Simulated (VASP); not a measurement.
# SnSe in VASP: settings compared, part 3 of 3

VASP 6.6.1. The steps go on from the part before.

## 5. Single point, PBE-based screened hybrid with 25 % exact exchange

Input file POSCAR:

```
SnSe
1.0
    4.2853274191      0.0000000000      0.0000000000
    0.0000000000      4.2853274191      0.0000000000
    0.0000000000      0.0000000000     10.9906921300
Sn Se
2 2
Direct
    0.0000000000      0.5000000000      0.6277708900
    0.5000000000      0.0000000000      0.3722291100
    0.0000000000      0.5000000000      0.3839605100
    0.5000000000      0.0000000000      0.6160394900
```

Input file INCAR.step1:

```
SYSTEM = SnSe
PREC = Accurate
ENCUT = 520
EDIFF = 1E-5
ISMEAR = -1
SIGMA = 0.05
LREAL = .FALSE.
LASPH = .TRUE.
NELM = 80
ALGO = Normal
ISIF = 2
LWAVE = .TRUE.
LCHARG = .FALSE.
GGA = PE
NBANDS = 28
```

Input file INCAR.step2:

```
SYSTEM = SnSe
PREC = Accurate
ENCUT = 520
EDIFF = 1E-7
ISMEAR = -1
SIGMA = 0.05
LREAL = .FALSE.
LASPH = .TRUE.
NELM = 80
ALGO = Normal
ISIF = 2
LWAVE = .FALSE.
LCHARG = .FALSE.
GGA = PE
LHFCALC = .TRUE.
AEXX = 0.25
HFSCREEN = 0.1
PRECFOCK = Normal
ISTART = 1
NBANDS = 28
```

Input file KPOINTS:

```
regular mesh
0
G
  3 3 2
  0 0 0
```

Potentials or basis: VASP PAW PBE potentials, release 64 (Sn_d, Se).

On the command line:

```sh
$ cat potpaw_PBE.64/Sn_d/POTCAR potpaw_PBE.64/Se/POTCAR > POTCAR
$ cp INCAR.step1 INCAR
$ mpirun -np 1 vasp_std > vasp.out
$ cp INCAR.step2 INCAR
$ mpirun -np 1 vasp_std > vasp.out
```

OUTCAR:

```text
SYSTEM = SnSe
   PREC = Accurate
   ENCUT = 520
   EDIFF = 1E-7
   ISMEAR = -1
   LREAL = .FALSE.
   LASPH = .TRUE.
   NELM = 80
   ISIF = 2
   GGA = PE
   LHFCALC = .TRUE.
   AEXX = 0.25
   HFSCREEN = 0.1
   PRECFOCK = Normal
   ISTART = 1

 ion  position               nearest neighbor table
   1  0.000  0.500  0.628-   3 2.68   4 3.03   4 3.03   4 3.03   4 3.03
   2  0.500  0.000  0.372-   4 2.68   3 3.03   3 3.03   3 3.03   3 3.03
   3  0.000  0.500  0.384-   1 2.68   2 3.03   2 3.03   2 3.03   2 3.03
   4  0.500  0.000  0.616-   2 2.68   1 3.03   1 3.03   1 3.03   1 3.03

  LATTYP: Found a simple tetragonal cell.
 ALAT       =     4.2853274191
 C/A-ratio  =     2.5647263453

  Lattice vectors:

 A1 = (   4.2853274191,   0.0000000000,   0.0000000000)
 A2 = (   0.0000000000,   4.2853274191,   0.0000000000)
 A3 = (   0.0000000000,   0.0000000000,  10.9906921300)

Analysis of symmetry for initial positions (statically):
=====================================================================
 Subroutine PRICEL returns:
 Original cell was already a primitive cell.

 Routine SETGRP: Setting up the symmetry group for a
 simple tetragonal supercell.

 Subroutine GETGRP returns: Found 16 space group operations
 (whereof  8 operations were pure point group operations)
 out of a pool of 16 trial point group operations.

The static configuration has the point symmetry D_2d.
 The point group associated with its full space group is D_4h.

Analysis of symmetry for dynamics (positions and initial velocities):
=====================================================================
 Subroutine PRICEL returns:
 Original cell was already a primitive cell.

 Routine SETGRP: Setting up the symmetry group for a
 simple tetragonal supercell.

 Subroutine GETGRP returns: Found 16 space group operations
 (whereof  8 operations were pure point group operations)
 out of a pool of 16 trial point group operations.

The dynamic configuration has the point symmetry D_2d.
 The point group associated with its full space group is D_4h.

 Subroutine INISYM returns: Found 16 space group operations
 (whereof  8 operations are pure point group operations),
 and found     1 'primitive' translations

----------------------------------------------------------------------------------------

                                     Primitive cell

  volume of cell :     201.8334

  direct lattice vectors                    reciprocal lattice vectors
     4.285327419  0.000000000  0.000000000     0.233354398  0.000000000  0.000000000
     0.000000000  4.285327419  0.000000000     0.000000000  0.233354398  0.000000000
     0.000000000  0.000000000 10.990692130     0.000000000  0.000000000  0.090986081

  length of vectors
     4.285327419  4.285327419 10.990692130     0.233354398  0.233354398  0.090986081

  position of ions in fractional coordinates (direct lattice)
     0.000000000  0.500000000  0.627770890
     0.500000000  0.000000000  0.372229110
     0.000000000  0.500000000  0.383960510
     0.500000000  0.000000000  0.616039490

[... 34 lines left out ...]
            Coordinates               Weight
  0.000000  0.000000  0.000000      1.000000
  0.333333  0.000000  0.000000      4.000000
  0.333333  0.333333  0.000000      4.000000
  0.000000  0.000000  0.500000      1.000000
  0.333333  0.000000  0.500000      4.000000
  0.333333  0.333333  0.500000      4.000000
   k-points           NKPTS =      6   k-points in BZ     NKDIM =     18   number of bands    NBANDS=     28
   number of dos      NEDOS =    301   number of ions     NIONS =      4
   total plane-waves  NPLWV =  86016
   dimension x,y,z NGX =    32 NGY =   32 NGZ =   84
   dimension x,y,z NGXF=    64 NGYF=   64 NGZF=  168
   ions per type =               2   2
   NGX,Y,Z   is equivalent  to a cutoff of  12.41, 12.41, 12.71 a.u.
   NGXF,Y,Z  is equivalent  to a cutoff of  24.83, 24.83, 25.41 a.u.
 SYSTEM =  SnSe
   PREC   = accura    normal or accurate (medium, high low for compatibility)
   ISTART =      1    job   : 0-new  1-cont  2-samecut
   ICHARG =      0    charge: 1-file 2-atom 10-const
   ISPIN  =      1    spin polarized calculation?
   LNONCOLLINEAR =      F non collinear calculations
   LSORBIT =      F    spin-orbit coupling
   LASPH  =      T    aspherical Exc in radial PAW
   ENCUT  =  520.0 eV  38.22 Ry    6.18 a.u.   7.97  7.97 20.44*2*pi/ulx,y,z
   NELM   =     80;   NELMIN=  2; NELMDL=  0     # of ELM steps
   EDIFF  = 0.1E-06   stopping-criterion for ELM
   LREAL  =      F    real-space projection
   EDIFFG = 0.1E-05   stopping-criterion for IOM
   NSW    =      0    number of steps for IOM
   IBRION =     -1    ionic relax: 0-MD 1-quasi-New 2-CG
   NFREE  =      0    steps in history (QN), initial steepest desc. (CG)
   ISIF   =      2    stress and relaxation
   ISYM   =      3    0-nonsym 1-usesym 2-fastsym
   POTIM  = 0.5000    time-step for ionic-motion
   TEBEG  =    0.0;   TEEND  =   0.0 temperature during run
   PSTRESS=    0.0 pullay stress
   NELECT =      40.0000    total number of electrons
   NUPDOWN=      -1.0000    fix difference up-down
   EMIN   =  10.00;   EMAX   =-10.00  energy-range for DOS
   EFERMI =   0.00;   METHOD = LEGACY
   ISMEAR =    -1;   SIGMA  =   0.05  broadening in eV -4-tet -1-fermi 0-gaus
   EFERMI_NEDOS =   21; number of points for ismear=-14 and -15
   IALGO  =     38    algorithm
   IMIX   =      1    mixing-type and parameters
     AMIX     =   0.40;   BMIX     =  1.00
     AMIX_MAG =   1.60;   BMIX_MAG =  1.00
  volume/ion in A,a.u.               =      50.46       340.51
  Fermi-wavevector in a.u.,A,eV,Ry     =   0.954473  1.803693 12.395171  0.911019
  Thomas-Fermi vector in A             =   2.083223
   LORBIT       =      0    0 simple, 1 ext, 2 COOP (PROOUT), +10 PAW based schemes
   GGA     = PE    functional components
   LHFCALC =     T    Hartree Fock is set to
   PRECFOCK=normal    Normal, Fast or Accurate (Low or Medium for compatibility)
   ENCUT4O =  -1.0   cutoff for four orbital integrals eV
   NKREDX  =     1    reduce k-point grid by
   NKREDY  =     1    reduce k-point grid by
   NKREDZ  =     1    reduce k-point grid by
   AEXX    =    0.2500 exact exchange contribution
   HFSCREEN=    0.1000 screening length (either q_TF or 0.3 A-1)
   HFSCREENC=   0.1000 screening length for correlation (either q_TF or 0.3 A-1)
   ENCUTFOCK=  -1.0 apply spherical cutoff to Coloumb kernel
   IVDW    =     0    specifies the selected vdW correction
   LEPSILON=     F    determine dielectric tensor
   LRPA    =     F    only Hartree local field effects (RPA)
 non-spin polarized calculation
  energy-cutoff  :      520.00
  volume of cell :      201.83
 maximum number of plane-waves:      5471
 NGX is ok and might be reduce to    32
  NGX = 24; NGY = 24; NGZ = 64

 number of electron      40.0000021 magnetization

 Free energy of the ion-electron system (eV)
  ---------------------------------------------------
  ext. energy  EPLUGINS =         0.00000000
  ---------------------------------------------------
  free energy    TOTEN  =       -20.51450125 eV

  energy without entropy =      -20.51450125  energy(sigma->0) =      -20.51450125

 E-fermi :   1.2923     XC(G=0):  -4.9484

 val. band max:        0.1383788183   @ k =   0.3333   0.0000   0.5000
 cond. band min:       2.4602887983   @ k =   0.3333   0.0000   0.5000
 fundamental gap:      2.3219099800
 Fermi energy:         1.2922619122

 k-point     1 :       0.0000    0.0000    0.0000
  band No.  band energies     occupation
      1     -23.1807      2.00000
      2     -23.1777      2.00000
      3     -23.1751      2.00000
      4     -23.1709      2.00000
      5     -23.1611      2.00000
      6     -23.1308      2.00000
[... 175 lines left out ...]
     27       7.1995      0.00000
     28       7.2348      0.00000

------------------------ aborting loop because EDIFF is reached ----------------------------------------

  FORCE on cell =-STRESS in cart. coord.  units (eV):
  Direction    XX          YY          ZZ          XY          YZ          ZX
  --------------------------------------------------------------------------------------
  -------------------------------------------------------------------------------------
  Total       -0.7994193     -0.7994193      0.8891099      0.0000000      0.0000000      0.0000000
  in kB       -6.3458841     -6.3458841      7.0578587      0.0000000      0.0000000      0.0000000
  external PRESSURE =      -1.8779698 kB  Pullay stress =       0.0000000 kB

 VOLUME and BASIS-vectors are now :
 -----------------------------------------------------------------------------
  energy-cutoff  :      520.00
  volume of cell :      201.83
      direct lattice vectors                 reciprocal lattice vectors
     4.285327419  0.000000000  0.000000000     0.233354398  0.000000000  0.000000000
     0.000000000  4.285327419  0.000000000     0.000000000  0.233354398  0.000000000
     0.000000000  0.000000000 10.990692130     0.000000000  0.000000000  0.090986081

 POSITION                                       TOTAL-FORCE (eV/Angst)
 -----------------------------------------------------------------------------------
      0.00000      2.14266      6.89964         0.000000     -0.000000      0.018120
      2.14266      0.00000      4.09106         0.000000      0.000000     -0.018120
      0.00000      2.14266      4.21999         0.000000      0.000000     -0.345686
      2.14266      0.00000      6.77070         0.000000      0.000000      0.345686
 -----------------------------------------------------------------------------------
    total drift:                                0.000002     -0.000000     -0.000003

  FREE ENERGIE OF THE ION-ELECTRON SYSTEM (eV)
  ---------------------------------------------------
  free  energy   TOTEN  =       -20.5145012477 eV

  energy  without entropy=      -20.5145012475  energy(sigma->0) =      -20.51450125
```

Wall time 13 min (1 thread of Intel Xeon Platinum 8259CL at 2.50GHz (Skylake/Cascade Lake), shared host); peak memory 0.43 GiB.

What came out:

- Free energy: -20.5145 eV
- Largest force: 0.346 eV/Å
- Band gap on the k mesh: 2.32 eV

Forces on the atoms (eV/Å):
```
Sn   0.000  0.000  0.018
Sn   0.000  0.000 -0.018
Se   0.000  0.000 -0.346
Se   0.000  0.000  0.346
```

Caveat: the k points lie up to 0.49 Å⁻¹ apart; the PAW data sets were made with another functional, which shifts forces and pressure a little; spin-orbit coupling is left out, which moves the levels of the heavy elements.

## 6. Single point, LDA

Input file INCAR:

```
ALGO = Normal ; EDIFF = 1E-6
ENCUT = 520 ; GGA = CA
ISIF = 2 ; ISMEAR = -1
LASPH = True ; LCHARG = False
LREAL = False ; LWAVE = False
NBANDS = 28 ; NELM = 100
PREC = Accurate ; SIGMA = 0.05
```

Input file KPOINTS:

```
k-points
0
Gamma
  6 6 3
```

POSCAR is that of step 5.

Potentials or basis: VASP PAW LDA potentials, release 64 (Sn_d, Se).

On the command line:

```sh
$ cat potpaw_LDA.64/Sn_d/POTCAR potpaw_LDA.64/Se/POTCAR > POTCAR
$ mpirun -np 1 vasp_std > vasp.out
```

Run time: 1.8 min. Hardware: 1 thread of Intel Xeon 8259CL, shared host; peak memory 0.28 GiB.

It converged, with:

| Property | Result |
| --- | --- |
| Free energy | -18.4320 eV |
| Largest force | 0.220 eV/Å |
| Band gap on the k mesh | 1.45 eV |

Forces in eV/Å, atoms in the order of the input:
```
Sn   0.000  0.000 -0.220
Sn   0.000  0.000  0.220
Se   0.000  0.000  0.022
Se   0.000  0.000 -0.022
```

Levels at points of the mesh, in eV from the valence-band top:
```
           k point  band 18  band 19  band 20  band 21  band 22  band 23
(0.00, 0.00, 0.00)    -1.60    -1.60    -0.19     1.65     3.83     3.84
(0.50, 0.00, 0.00)    -1.41    -0.19    -0.19     1.54     1.54     2.10
(0.50, 0.50, 0.00)    -3.12    -1.59    -1.59     3.71     3.71     4.74
```

Caveat: spin-orbit coupling is left out, which moves the levels of the heavy elements.

## 7. Overview

```csv
level,potentials or basis,cell,k mesh,grid for exact exchange (PRECFOCK),share of exact exchange,screening parameter,gap on the mesh (eV),largest force (eV/Å)
r2SCAN,"VASP PAW PBE potentials, release 64 (Sn_d, Se)","a = 4.285, b = 4.285, c = 10.991 Å, 4 atoms",6 × 6 × 3,-,-,-,1.77,0.02
r2SCAN,"VASP PAW PBE potentials, release 64 (Sn_d, Se)","a = 4.314, b = 4.314, c = 11.063 Å, 4 atoms",6 × 6 × 3,-,-,-,1.79,0.12
r2SCAN,"VASP PAW PBE potentials, release 64 (Sn_d, Se)","a = 4.342, b = 4.342, c = 11.135 Å, 4 atoms",6 × 6 × 3,-,-,-,1.81,0.25
PBE-based screened hybrid with 25 % exact exchange,"VASP PAW PBE potentials, release 64 (Sn_d, Se)","a = 4.285, b = 4.285, c = 10.991 Å, 4 atoms",3 × 3 × 2,Normal,0.25,0.1 1/Å,2.32,0.35
LDA,"VASP PAW LDA potentials, release 64 (Sn_d, Se)","a = 4.285, b = 4.285, c = 10.991 Å, 4 atoms",6 × 6 × 3,-,-,-,1.45,0.22
```

Alike in all rows: task single point; no spin polarisation; cutoff (eV) 520; smearing fermi-dirac 0.05 eV.

Caveats: some runs use coarse meshes; spin-orbit coupling is left out, which moves the levels of the heavy elements; the PAW data sets were made with another functional, which shifts forces and pressure a little (at least some runs).

Absolute energies hang on the potentials; compare differences alone.
